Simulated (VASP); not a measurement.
# TiO2 (Anatase) (I4_1/amd) in VASP: relaxation of cell and atoms with PBE+D4

Aim: the relaxation of cell and atoms of TiO2 (Anatase) with PBE+D4.

All numbers are computed with VASP 6.6.1; they aren't measurements. Logs are shortened: lines on timing, memory, paths and dates and some standing lists are left out, and cuts for length are marked.

## 1. The cell of the first run

It takes space group I4_1/amd (No. 141, tetragonal). The conventional cell has a = 3.784 Å, b = 3.784 Å, c = 9.515 Å, α = 90.00°, β = 90.00°, γ = 90.00°. Ti (site symmetry -4m2) has 6 O at 1.93 to 1.98 Å within 2.6 Å. Within 2.6 Å of O (site symmetry 2mm) lie 3 Ti at 1.93 to 1.98 Å and 2 O at 2.47 Å.

## 2. Relaxation of cell and atoms, PBE+D4

INCAR reads:

```
PREC = Accurate ; ENCUT = 600
EDIFF = 1E-6 ; ISMEAR = 0
SIGMA = 0.01 ; LREAL = F
LASPH = T ; NELM = 60
ALGO = Normal ; ISIF = 3
LWAVE = F ; LCHARG = F
GGA = PE ; IVDW = 13
IBRION = 2 ; NSW = 80
EDIFFG = -0.01
```

KPOINTS reads:

```
regular mesh
0
Gamma
  8 8 8
```

POSCAR reads:

```
TiO2
1.0
   -1.8921000000      1.8921000000      4.7573000000
    1.8921000000     -1.8921000000      4.7573000000
    1.8921000000      1.8921000000     -4.7573000000
Ti O
2 4
Direct
    0.0000000000      0.0000000000      0.0000000000
    0.7500000000      0.2500000000      0.5000000000
    0.2081000000      0.2081000000      0.0000000000
    0.9581000000      0.4581000000      0.5000000000
    0.5419000000      0.0419000000      0.5000000000
    0.7919000000      0.7919000000      0.0000000000
```

Potentials or basis: VASP PAW PBE potentials, release 64 (Ti_sv, O).

The run is started by

```sh
> cat potpaw_PBE.64/Ti_sv/POTCAR potpaw_PBE.64/O/POTCAR > POTCAR
> mpirun -np 1 vasp_std > vasp.out
```

OUTCAR:

```text
PREC = Accurate
   ENCUT = 600
   EDIFF = 1E-6
   ISMEAR = 0
   LREAL = F
   LASPH = T
   NELM = 60
   ISIF = 3
   GGA = PE
   IVDW = 13
   IBRION = 2
   NSW = 80
   EDIFFG = -0.01

 ion  position               nearest neighbor table
   1  0.000  0.000  0.000-   5 1.93   4 1.93   5 1.93   4 1.93   3 1.98   6 1.98
   2  0.750  0.250  0.500-   6 1.93   3 1.93   6 1.93   3 1.93   4 1.98   5 1.98
   3  0.208  0.208  0.000-   2 1.93   2 1.93   1 1.98
   4  0.958  0.458  0.500-   1 1.93   1 1.93   2 1.98
   5  0.542  0.042  0.500-   1 1.93   1 1.93   2 1.98
   6  0.792  0.792  0.000-   2 1.93   2 1.93   1 1.98

  LATTYP: Found a body centered tetragonal cell.
 ALAT       =     3.7842000000
 C/A-ratio  =     2.5142962846

  Lattice vectors:

 A1 = (  -1.8921000000,   1.8921000000,   4.7573000000)
 A2 = (   1.8921000000,  -1.8921000000,   4.7573000000)
 A3 = (   1.8921000000,   1.8921000000,  -4.7573000000)

Analysis of symmetry for initial positions (statically):
=====================================================================
 Subroutine PRICEL returns:
 Original cell was already a primitive cell.

 Routine SETGRP: Setting up the symmetry group for a
 body centered tetragonal supercell.

 Subroutine GETGRP returns: Found 16 space group operations
 (whereof  8 operations were pure point group operations)
 out of a pool of 16 trial point group operations.

The static configuration has the point symmetry D_2d.
 The point group associated with its full space group is D_4h.

Analysis of symmetry for dynamics (positions and initial velocities):
=====================================================================
 Subroutine PRICEL returns:
 Original cell was already a primitive cell.

 Routine SETGRP: Setting up the symmetry group for a
 body centered tetragonal supercell.

 Subroutine GETGRP returns: Found 16 space group operations
 (whereof  8 operations were pure point group operations)
 out of a pool of 16 trial point group operations.

The dynamic configuration has the point symmetry D_2d.
 The point group associated with its full space group is D_4h.

 Subroutine INISYM returns: Found 16 space group operations
 (whereof  8 operations are pure point group operations),
 and found     1 'primitive' translations

----------------------------------------------------------------------------------------

                                     Primitive cell

  volume of cell :      68.1253

  direct lattice vectors                    reciprocal lattice vectors
    -1.892100000  1.892100000  4.757300000     0.000000000  0.264256646  0.105101633
     1.892100000 -1.892100000  4.757300000     0.264256646  0.000000000  0.105101633
     1.892100000  1.892100000 -4.757300000     0.264256646  0.264256646  0.000000000

  length of vectors
[... 80 lines left out ...]
 SYSTEM =  unknown system
   PREC   = accura    normal or accurate (medium, high low for compatibility)
   ISTART =      0    job   : 0-new  1-cont  2-samecut
   ICHARG =      2    charge: 1-file 2-atom 10-const
   ISPIN  =      1    spin polarized calculation?
   LNONCOLLINEAR =      F non collinear calculations
   LSORBIT =      F    spin-orbit coupling
   LASPH  =      T    aspherical Exc in radial PAW
   ENCUT  =  600.0 eV  44.10 Ry    6.64 a.u.  10.90 10.90 10.90*2*pi/ulx,y,z
   NELM   =     60;   NELMIN=  2; NELMDL= -5     # of ELM steps
   EDIFF  = 0.1E-05   stopping-criterion for ELM
   LREAL  =      F    real-space projection
   EDIFFG = -.1E-01   stopping-criterion for IOM
   NSW    =     80    number of steps for IOM
   IBRION =      2    ionic relax: 0-MD 1-quasi-New 2-CG
   NFREE  =      1    steps in history (QN), initial steepest desc. (CG)
   ISIF   =      3    stress and relaxation
   ISYM   =      2    0-nonsym 1-usesym 2-fastsym
   POTIM  = 0.5000    time-step for ionic-motion
   TEBEG  =    0.0;   TEEND  =   0.0 temperature during run
   PSTRESS=    0.0 pullay stress
   NELECT =      48.0000    total number of electrons
   NUPDOWN=      -1.0000    fix difference up-down
   EMIN   =  10.00;   EMAX   =-10.00  energy-range for DOS
   EFERMI =   0.00;   METHOD = LEGACY
   ISMEAR =     0;   SIGMA  =   0.01  broadening in eV -4-tet -1-fermi 0-gaus
   EFERMI_NEDOS =   21; number of points for ismear=-14 and -15
   IALGO  =     38    algorithm
   IMIX   =      4    mixing-type and parameters
     AMIX     =   0.40;   BMIX     =  1.00
     AMIX_MAG =   1.60;   BMIX_MAG =  1.00
  volume/ion in A,a.u.               =      11.35        76.62
  Fermi-wavevector in a.u.,A,eV,Ry     =   1.456752  2.752862 28.873289  2.122127
  Thomas-Fermi vector in A             =   2.573634
   LORBIT       =      0    0 simple, 1 ext, 2 COOP (PROOUT), +10 PAW based schemes
   GGA     = PE    functional components
   LHFCALC =     F    Hartree Fock is set to
   AEXX    =    0.0000 exact exchange contribution
   IVDW    =    13    specifies the selected vdW correction
   LEPSILON=     F    determine dielectric tensor
   LRPA    =     F    only Hartree local field effects (RPA)
 conjugate gradient relaxation of ions
 non-spin polarized calculation
 Gauss-broadening in eV      SIGMA  =   0.01
  energy-cutoff  :      600.00
  volume of cell :       68.13
 maximum number of plane-waves:      2299
 NGX is ok and might be reduce to    48
   NGX = 21   NGY = 21   NGZ = 21

--------------------------------------- Ionic step        1  -------------------------------------------

 number of electron      47.9999997 magnetization

 Free energy of the ion-electron system (eV)
  ---------------------------------------------------
  ext. energy  EPLUGINS =         0.00000000
  ---------------------------------------------------
  free energy    TOTEN  =       -53.83474830 eV

  energy without entropy =      -53.83474830  energy(sigma->0) =      -53.83474830

------------------------ aborting loop because EDIFF is reached ----------------------------------------

  DFT-D4 for vdW energy calculation

  Edisp (eV):   -1.13371
[... 343 lines left out ...]
--------------------------------------- Ionic step        9  -------------------------------------------

 number of electron      47.9999998 magnetization

 Free energy of the ion-electron system (eV)
  ---------------------------------------------------
  ext. energy  EPLUGINS =         0.00000000
  ---------------------------------------------------
  free energy    TOTEN  =       -53.85489953 eV

  energy without entropy =      -53.85489953  energy(sigma->0) =      -53.85489953

 E-fermi :   3.3270     XC(G=0): -10.6825

 val. band max:        3.2784676273   @ k =  -0.3750   0.3750   0.0000
 cond. band min:       5.4191034503   @ k =   0.0000   0.0000   0.0000
 fundamental gap:      2.1406358229
 Fermi energy:         3.3269707823

 k-point     1 :       0.0000    0.0000    0.0000
  band No.  band energies     occupation
      1     -53.1139      2.00000
      2     -53.0579      2.00000
      3     -29.5633      2.00000
      4     -29.3337      2.00000
      5     -29.3337      2.00000
      6     -29.2673      2.00000
[... 733 lines left out ...]
     27       6.9210      0.00000
     28       6.9569      0.00000

 [... further k-points ...]

------------------------ aborting loop because EDIFF is reached ----------------------------------------

  DFT-D4 for vdW energy calculation

  Edisp (eV):   -1.11926
[... 29 lines left out ...]
  FREE ENERGIE OF THE ION-ELECTRON SYSTEM (eV)
  ---------------------------------------------------
  free  energy   TOTEN  =       -54.9741614850 eV

  energy  without entropy=      -54.9741614850  energy(sigma->0) =      -54.97416149

 reached required accuracy - stopping structural energy minimisation
```

It took 15 min on 1 thread of Intel Xeon Platinum 8559C (Emerald Rapids), shared host; peak memory 0.42 GiB.

Results:

- Free energy: -54.9742 eV
- Relaxed volume: 11.47 Å³/atom
- Relaxed cell: a = 5.501 Å, b = 5.501 Å, c = 5.501 Å, α = 139.76°, β = 139.76°, γ = 58.22°
- Space group after relaxing (to 0.05 Å): I4_1/amd (No. 141)
- Energy gained by relaxing: 1.0 meV/atom
- Ionic steps: 9
- Pressure after relaxing: 0.1 GPa
- Band gap on the k mesh: 2.14 eV, indirect (least direct gap 2.44 eV)
- Dispersion energy per atom: -0.187 eV

Forces in eV/Å, atoms in the order of the input:
```
Ti   0.000  0.000  0.000
Ti   0.000  0.000  0.000
O    0.000  0.000 -0.002
O    0.000  0.000 -0.002
O    0.000  0.000  0.002
O    0.000  0.000  0.002
```

The path:
```
step  energy change (eV)  largest force (eV/Å)  pressure (GPa)  volume (Å³)
   1              0.0000                0.1038            2.12        68.13
   2              0.0035                0.1537           -2.72        69.62
   3             -0.0051                0.0124           -0.05        68.77
   4             -0.0053                0.0222            0.00        68.75
   5             -0.0053                0.0369            0.10        68.72
   6             -0.0054                0.0314            0.13        68.74
   7             -0.0057                0.0124            0.13        68.80
   8             -0.0054                0.0263            0.09        68.91
   9             -0.0057                0.0024            0.07        68.82
```

Final structure:
```yaml
crystal:
  lattice:
    - [-1.89215, 1.89215, 4.80588]
    - [1.89215, -1.89215, 4.80588]
    - [1.89215, 1.89215, -4.80588]
  atoms:
    - { symbol: Ti, position: [0.00000, 0.00000, 0.00000] }
    - { symbol: Ti, position: [0.75000, 0.25000, 0.50000] }
    - { symbol: O, position: [0.20756, 0.20756, 0.00000] }
    - { symbol: O, position: [0.95756, 0.45756, 0.50000] }
    - { symbol: O, position: [0.54244, 0.04244, 0.50000] }
    - { symbol: O, position: [0.79244, 0.79244, 0.00000] }
```

A k mesh can miss the band edges. Zero-point motion and thermal expansion aren't in these numbers.
